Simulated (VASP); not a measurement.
# ZrC (Fm-3m) in VASP: further runs

ZrC is run at these levels: PBEsol; tasks: single point.

Program: VASP 6.6.1. These are calculated values, not measurements. Logs are shortened: lines on timing, memory, paths and dates and some standing lists are left out, and cuts for length are marked.

## Step 1: The cell of the first run

It takes space group Fm-3m (No. 225, cubic). Conventional cell: a = 4.716 Å, b = 4.716 Å, c = 4.716 Å, α = 90.00°, β = 90.00°, γ = 90.00°. Zr (site symmetry m-3m) has 6 C at 2.36 Å within 3.1 Å. Within 3.1 Å of C (site symmetry m-3m) lie 6 Zr at 2.36 Å.

## Step 2: Single point, PBEsol

File INCAR:

```
PREC     = Accurate       # precision mode
ENCUT    = 520            # plane-wave cutoff, eV
EDIFF    = 1E-7           # SCF threshold, eV
ISMEAR   = 0              # smearing method
SIGMA    = 0.05           # smearing width, eV
LREAL    = False          # projectors in reciprocal space
LASPH    = True           # aspherical terms in the spheres
NELM     = 80             # most SCF steps
ALGO     = Normal         # electronic algorithm
ISIF     = 2              # what is computed and relaxed
LWAVE    = False          # write WAVECAR
LCHARG   = True           # write CHGCAR
GGA      = PS             # functional
LELF     = True           # ELF
LVHAR    = True         
NBANDS   = 15             # bands
```

File KPOINTS:

```
regular mesh
0
Gamma
  12 12 12
```

File POSCAR:

```
ZrC
1.0
    0.0000000000      2.3580219528      2.3580219528
    2.3580219528      0.0000000000      2.3580219528
    2.3580219528      2.3580219528      0.0000000000
Zr C
1 1
Direct
    0.5000000000      0.5000000000      0.5000000000
    0.0000000000      0.0000000000      0.0000000000
```

Potentials or basis: VASP PAW PBE potentials, release 64 (Zr_sv, C).

Started as:

```bash
$ cat potpaw_PBE.64/Zr_sv/POTCAR potpaw_PBE.64/C/POTCAR > POTCAR
$ mpirun -np 1 vasp_std > vasp.out
```

OUTCAR:

```text
PREC = Accurate
   ENCUT = 520
   EDIFF = 1E-7
   ISMEAR = 0
   LREAL = False
   LASPH = True
   NELM = 80
   ISIF = 2
   GGA = PS

 ion  position               nearest neighbor table
   1  0.500  0.500  0.500-   2 2.36   2 2.36   2 2.36   2 2.36   2 2.36   2 2.36
   2  0.000  0.000  0.000-   1 2.36   1 2.36   1 2.36   1 2.36   1 2.36   1 2.36

  LATTYP: Found a face centered cubic cell.
 ALAT       =     4.7160439056

  Lattice vectors:

 A1 = (   0.0000000000,   2.3580219528,   2.3580219528)
 A2 = (   2.3580219528,   0.0000000000,   2.3580219528)
 A3 = (   2.3580219528,   2.3580219528,   0.0000000000)

Analysis of symmetry for initial positions (statically):
=====================================================================
 Subroutine PRICEL returns:
 Original cell was already a primitive cell.

 Routine SETGRP: Setting up the symmetry group for a
 face centered cubic supercell.

 Subroutine GETGRP returns: Found 48 space group operations
[... 9 lines left out ...]

 Routine SETGRP: Setting up the symmetry group for a
 face centered cubic supercell.

 Subroutine GETGRP returns: Found 48 space group operations
[... 11 lines left out ...]
                                     Primitive cell

  volume of cell :      26.2225

  direct lattice vectors                    reciprocal lattice vectors
     0.000000000  2.358021953  2.358021953    -0.212042131  0.212042131  0.212042131
     2.358021953  0.000000000  2.358021953     0.212042131 -0.212042131  0.212042131
     2.358021953  2.358021953  0.000000000     0.212042131  0.212042131 -0.212042131

  length of vectors
     3.334746626  3.334746626  3.334746626     0.367267744  0.367267744  0.367267744

  position of ions in fractional coordinates (direct lattice)
     0.500000000  0.500000000  0.500000000
     0.000000000  0.000000000  0.000000000

  ion indices of the primitive-cell ions
   primitive index   ion index
                 1           1
                 2           2

----------------------------------------------------------------------------------------

 KPOINTS: regular mesh

Automatic generation of k-mesh.
 Grid dimensions read from file:
 generate k-points for:   12   12   12

 Generating k-lattice:

  Cartesian coordinates                     Fractional coordinates (reciprocal lattice)
    -0.017670178  0.017670178  0.017670178     0.083333333  0.000000000  0.000000000
     0.017670178 -0.017670178  0.017670178     0.000000000  0.083333333  0.000000000
     0.017670178  0.017670178 -0.017670178     0.000000000  0.000000000  0.083333333

  Length of vectors
     0.030605645  0.030605645  0.030605645

  Shift w.r.t. Gamma in fractional coordinates (k-lattice)
     0.000000000  0.000000000  0.000000000

 Subroutine IBZKPT returns following result:
 ===========================================

 Found     72 irreducible k-points:

 Following reciprocal coordinates:
            Coordinates               Weight
  0.000000  0.000000  0.000000      1.000000
  0.083333  0.000000  0.000000      8.000000
  0.166667  0.000000  0.000000      8.000000
  0.250000  0.000000  0.000000      8.000000
  0.333333  0.000000  0.000000      8.000000
  0.416667  0.000000  0.000000      8.000000
[... 16 lines left out ...]
  0.500000  0.166667  0.000000     24.000000
 -0.416667  0.166667  0.000000     24.000000
 [... further k-points ...]
   k-points           NKPTS =     72   k-points in BZ     NKDIM =     72   number of bands    NBANDS=     15
   number of dos      NEDOS =    301   number of ions     NIONS =      2
   total plane-waves  NPLWV =  21952
   dimension x,y,z NGX =    28 NGY =   28 NGZ =   28
   dimension x,y,z NGXF=    56 NGYF=   56 NGZF=   56
   ions per type =               1   1
   NGX,Y,Z   is equivalent  to a cutoff of  13.96, 13.96, 13.96 a.u.
   NGXF,Y,Z  is equivalent  to a cutoff of  27.92, 27.92, 27.92 a.u.
 SYSTEM =  unknown system
   PREC   = accura    normal or accurate (medium, high low for compatibility)
   ISTART =      0    job   : 0-new  1-cont  2-samecut
   ICHARG =      2    charge: 1-file 2-atom 10-const
   ISPIN  =      1    spin polarized calculation?
   LNONCOLLINEAR =      F non collinear calculations
   LSORBIT =      F    spin-orbit coupling
   LASPH  =      T    aspherical Exc in radial PAW
   ENCUT  =  520.0 eV  38.22 Ry    6.18 a.u.   6.20  6.20  6.20*2*pi/ulx,y,z
   NELM   =     80;   NELMIN=  2; NELMDL= -5     # of ELM steps
   EDIFF  = 0.1E-06   stopping-criterion for ELM
   LREAL  =      F    real-space projection
   EDIFFG = 0.1E-05   stopping-criterion for IOM
   NSW    =      0    number of steps for IOM
   IBRION =     -1    ionic relax: 0-MD 1-quasi-New 2-CG
   NFREE  =      0    steps in history (QN), initial steepest desc. (CG)
   ISIF   =      2    stress and relaxation
   ISYM   =      2    0-nonsym 1-usesym 2-fastsym
   POTIM  = 0.5000    time-step for ionic-motion
   TEBEG  =    0.0;   TEEND  =   0.0 temperature during run
   PSTRESS=    0.0 pullay stress
   NELECT =      16.0000    total number of electrons
   NUPDOWN=      -1.0000    fix difference up-down
   EMIN   =  10.00;   EMAX   =-10.00  energy-range for DOS
   EFERMI =   0.00;   METHOD = LEGACY
   ISMEAR =     0;   SIGMA  =   0.05  broadening in eV -4-tet -1-fermi 0-gaus
   EFERMI_NEDOS =   21; number of points for ismear=-14 and -15
   IALGO  =     38    algorithm
   IMIX   =      4    mixing-type and parameters
     AMIX     =   0.40;   BMIX     =  1.00
     AMIX_MAG =   1.60;   BMIX_MAG =  1.00
  volume/ion in A,a.u.               =      13.11        88.48
  Fermi-wavevector in a.u.,A,eV,Ry     =   1.388535  2.623952 26.232451  1.928031
  Thomas-Fermi vector in A             =   2.512652
   LORBIT       =      0    0 simple, 1 ext, 2 COOP (PROOUT), +10 PAW based schemes
   GGA     = PS    functional components
   LHFCALC =     F    Hartree Fock is set to
   AEXX    =    0.0000 exact exchange contribution
   IVDW    =     0    specifies the selected vdW correction
   LEPSILON=     F    determine dielectric tensor
   LRPA    =     F    only Hartree local field effects (RPA)
 non-spin polarized calculation
 Gauss-broadening in eV      SIGMA  =   0.05
  energy-cutoff  :      520.00
  volume of cell :       26.22
 maximum number of plane-waves:       725
 NGX is ok and might be reduce to    28
   NGX = 13   NGY = 13   NGZ = 13

 number of electron      16.0000000 magnetization

 Free energy of the ion-electron system (eV)
  ---------------------------------------------------
  ext. energy  EPLUGINS =         0.00000000
  ---------------------------------------------------
  free energy    TOTEN  =       -20.55753152 eV

  energy without entropy =      -20.55675700  energy(sigma->0) =      -20.55714426

 E-fermi :   9.4536     XC(G=0): -12.2310

 val. band max:        9.4391536891   @ k =   0.5000   0.5000   0.0000
 cond. band min:       9.4766520697   @ k =   0.4167   0.3333   0.0000
 fundamental gap:      0.0374983806
 Fermi energy:         9.4536263731

 k-point     1 :       0.0000    0.0000    0.0000
  band No.  band energies     occupation
      1     -38.6361      2.00000
      2     -16.3833      2.00000
      3     -16.3833      2.00000
      4     -16.3833      2.00000
      5      -1.8667      2.00000
      6      10.3293      0.00000
      7      10.3293      0.00000
      8      10.3293      0.00000
      9      10.4311      0.00000
     10      10.4311      0.00000
     11      10.4311      0.00000
     12      12.1544      0.00000
     13      12.1544      0.00000
     14      16.5586      0.00000
     15      19.7418      0.00000

 k-point     2 :       0.0833    0.0000    0.0000
  band No.  band energies     occupation
      1     -38.6296      2.00000
      2     -16.4437      2.00000
      3     -16.3886      2.00000
      4     -16.3886      2.00000
      5      -1.7100      2.00000
      6       9.2608      2.00000
      7       9.5209      0.05694
      8       9.5209      0.05694
      9      10.7329      0.00000
     10      10.7329      0.00000
     11      11.1442      0.00000
     12      12.9856      0.00000
     13      12.9856      0.00000
     14      16.8965      0.00000
     15      20.1690      0.00000

 k-point     3 :       0.1667    0.0000    0.0000
  band No.  band energies     occupation
      1     -38.6116      2.00000
      2     -16.6051      2.00000
      3     -16.4031      2.00000
      4     -16.4031      2.00000
      5      -1.2674      2.00000
      6       7.9536      2.00000
      7       8.5005      2.00000
      8       8.5005      2.00000
      9      11.1988      0.00000
     10      11.1988      0.00000
     11      11.6340      0.00000
     12      14.4824      0.00000
     13      14.4824      0.00000
     14      17.6774      0.00000
     15      21.2533      0.00000

 k-point     4 :       0.2500    0.0000    0.0000
  band No.  band energies     occupation
      1     -38.5870      2.00000
      2     -16.8179      2.00000
      3     -16.4227      2.00000
      4     -16.4227      2.00000
      5      -0.6123      2.00000
      6       6.6424      2.00000
      7       7.6353      2.00000
      8       7.6353      2.00000
      9      11.8966      0.00000
     10      11.8966      0.00000
     11      12.1214      0.00000
     12      16.1048      0.00000
     13      16.1048      0.00000
     14      18.3238      0.00000
     15      22.3640      0.00000
[... 307 lines left out ...]
 k-point    22 :       0.4167    0.1667    0.0000
  band No.  band energies     occupation
      1     -38.5421      2.00000
      2     -17.0390      2.00000
      3     -16.5449      2.00000
      4     -16.5184      2.00000
      5       0.2323      2.00000
      6       5.3316      2.00000
      7       6.9420      2.00000
      8       7.4681      2.00000
      9      11.1224      0.00000
     10      13.9296      0.00000
     11      14.3918      0.00000
     12      16.4908      0.00000
     13      17.3794      0.00000
     14      19.7986      0.00000
     15      22.8582      0.00000

 k-point    23 :       0.5000    0.1667    0.0000
  band No.  band energies     occupation
      1     -38.5294      2.00000
      2     -17.1264      2.00000
      3     -16.5852      2.00000
      4     -16.5125      2.00000
      5       0.6334      2.00000
      6       4.8918      2.00000
      7       6.7371      2.00000
      8       7.0118      2.00000
      9      12.0567      0.00000
     10      14.0525      0.00000
     11      14.5760      0.00000
     12      17.2798      0.00000
     13      17.8389      0.00000
     14      19.5049      0.00000
     15      22.6194      0.00000

 k-point    24 :      -0.4167    0.1667    0.0000
  band No.  band energies     occupation
      1     -38.5277      2.00000
      2     -17.1351      2.00000
      3     -16.6138      2.00000
      4     -16.4921      2.00000
      5       0.7746      2.00000
      6       4.7159      2.00000
      7       6.7621      2.00000
      8       6.7934      2.00000
      9      13.0218      0.00000
     10      13.5765      0.00000
     11      14.1581      0.00000
     12      17.2721      0.00000
     13      18.6813      0.00000
     14      19.0096      0.00000
     15      22.6104      0.00000

 [... further k-points ...]
[... 5 lines left out ...]
  --------------------------------------------------------------------------------------
  -------------------------------------------------------------------------------------
  Total       -1.0263350     -1.0263350     -1.0263350      0.0000000      0.0000000     -0.0000000
  in kB      -62.7084686    -62.7084686    -62.7084686      0.0000000      0.0000000     -0.0000000
  external PRESSURE =     -62.7084686 kB  Pullay stress =       0.0000000 kB

 VOLUME and BASIS-vectors are now :
 -----------------------------------------------------------------------------
  energy-cutoff  :      520.00
  volume of cell :       26.22
      direct lattice vectors                 reciprocal lattice vectors
     0.000000000  2.358021953  2.358021953    -0.212042131  0.212042131  0.212042131
     2.358021953  0.000000000  2.358021953     0.212042131 -0.212042131  0.212042131
     2.358021953  2.358021953  0.000000000     0.212042131  0.212042131 -0.212042131

 POSITION                                       TOTAL-FORCE (eV/Angst)
 -----------------------------------------------------------------------------------
      2.35802      2.35802      2.35802        -0.000000     -0.000000     -0.000000
      0.00000      0.00000      0.00000         0.000000      0.000000      0.000000
 -----------------------------------------------------------------------------------
    total drift:                                0.000000      0.000000      0.000000

  FREE ENERGIE OF THE ION-ELECTRON SYSTEM (eV)
  ---------------------------------------------------
  free  energy   TOTEN  =       -20.5575315212 eV

  energy  without entropy=      -20.5567569991  energy(sigma->0) =      -20.55714426
```

Run time: 23 s. Hardware: 1 thread of AMD EPYC 9R45 (Zen 5), shared host; peak memory 0.14 GiB.

Results:

* Free energy: -20.5575 eV
* Pressure: -6.3 GPa
* Band gap on the k mesh: zero (band 8 reaches 10.33 eV, above the bottom of band 9 at 9.01 eV)

Caveat: the PAW data sets were made with another functional, which shifts forces and pressure a little.

## Step 3: Single point, PBEsol (volume scaled by 1.020)

File INCAR:

```
SYSTEM = ZrC
ALGO = Normal
EDIFF = 1E-6
ENCUT = 520
GGA = PS
ISIF = 2
ISMEAR = 0
LASPH = .TRUE.
LCHARG = .FALSE.
LREAL = .FALSE.
LWAVE = .FALSE.
NBANDS = 15
NELM = 80
PREC = Accurate
SIGMA = 0.05
```

File KPOINTS:

```
k-points
0
G
  12 12 12
  0 0 0
```

File POSCAR:

```
ZrC
1.0
    0.0000000000      2.3500456945      2.3500456945
    2.3500456945      0.0000000000      2.3500456945
    2.3500456945      2.3500456945      0.0000000000
Zr C
1 1
Direct
    0.5000000000      0.5000000000      0.5000000000
    0.0000000000      0.0000000000      0.0000000000
```

Potentials or basis: VASP PAW PBE potentials, release 64 (Zr_sv, C).

Started as:

```bash
$ cat potpaw_PBE.64/Zr_sv/POTCAR potpaw_PBE.64/C/POTCAR > POTCAR
$ mpirun -np 1 vasp_std > vasp.out
```

Run time: 23 s. Hardware: 1 thread of AMD EPYC 9R45 (Zen 5), shared host; peak memory 0.14 GiB.

Results (log left out):

- Free energy: -20.5660 eV
- Pressure: -4.1 GPa
- Band gap on the k mesh: zero (band 8 reaches 10.45 eV, above the bottom of band 9 at 9.12 eV)

Levels at points of the mesh, in eV from the Fermi level:
```
           k point  band 6  band 7  band 8  band 9  band 10  band 11
(0.00, 0.00, 0.00)    0.88    0.88    0.88    0.98     0.98     0.98
(0.50, 0.00, 0.00)   -5.41   -3.02   -3.02    4.43     4.43     5.26
(0.50, 0.50, 0.00)   -2.14   -1.89    0.00    0.00     4.39     5.60
```

Caveat: the PAW data sets were made with another functional, which shifts forces and pressure a little.
